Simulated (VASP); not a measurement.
Write the native input for VASP 6.6.1 that does the following.

| Quantity | Value |
| --- | --- |
| Task | relaxation of cell and atoms |
| Functional | PBE |
| Potentials or basis | VASP PAW PBE potentials, release 64 (Rb_sv, Al) |
| Cutoff | 600 eV |
| k mesh | 10 × 10 × 10 |
| Occupations | gaussian, width 0.1 eV |
| Spin | no spin polarisation |
| Dipole correction | no |
| Further INCAR settings | ALGO = Fast; EDIFF = 1e-06; IBRION = 2; EDIFFG = -0.01; NSW = 100; ISIF = 3 |

The structure of RbAl3 lies in POSCAR:

```
RbAl3
1.0
    4.6997415347      0.0000000000      0.0000000000
    0.0000000000      4.6997415347      0.0000000000
    0.0000000000      0.0000000000      4.6997415347
Rb Al
1 3
Direct
    0.0000000000      0.0000000000      0.0000000000
    0.0000000000      0.5000000000      0.5000000000
    0.5000000000      0.0000000000      0.5000000000
    0.5000000000      0.5000000000      0.0000000000
```

One way to write it, as run:

INCAR

```
SYSTEM = RbAl3
PREC = Accurate
ENCUT = 600
EDIFF = 1E-6
ISMEAR = 0
SIGMA = 0.1
LREAL = .False.
LASPH = .True.
NELM = 100
ALGO = Fast
ISIF = 3
LWAVE = .False.
LCHARG = .False.
GGA = PE
IBRION = 2
NSW = 100
EDIFFG = -0.01
```

KPOINTS

```
regular mesh
0
Gamma
  10 10 10
  0 0 0
```

Potentials or basis: VASP PAW PBE potentials, release 64 (Rb_sv, Al).

The run is started by

```console
$ cat potpaw_PBE.64/Rb_sv/POTCAR potpaw_PBE.64/Al/POTCAR > POTCAR
$ mpirun -np 1 vasp_std > vasp.out
```

Results of the run:

- Relaxed volume: 25.91 Å³/atom
- Relaxed cell: a = 4.697 Å, b = 4.697 Å, c = 4.697 Å, α = 90.00°, β = 90.00°, γ = 90.00°
- Space group after relaxing (to 0.05 Å): Pm-3m (No. 221)
- Energy gained by relaxing: 0.0 meV/atom
- Ionic steps: 2
- Pressure after relaxing: 0.0 GPa
- Band gap on the k mesh: zero (band 9 reaches 4.56 eV, above the bottom of band 10 at 3.03 eV)

It took 48 s on 1 thread of Intel(R) Xeon(R) 6975P-C (Granite Rapids), on a shared host, peak memory 0.3 GiB.
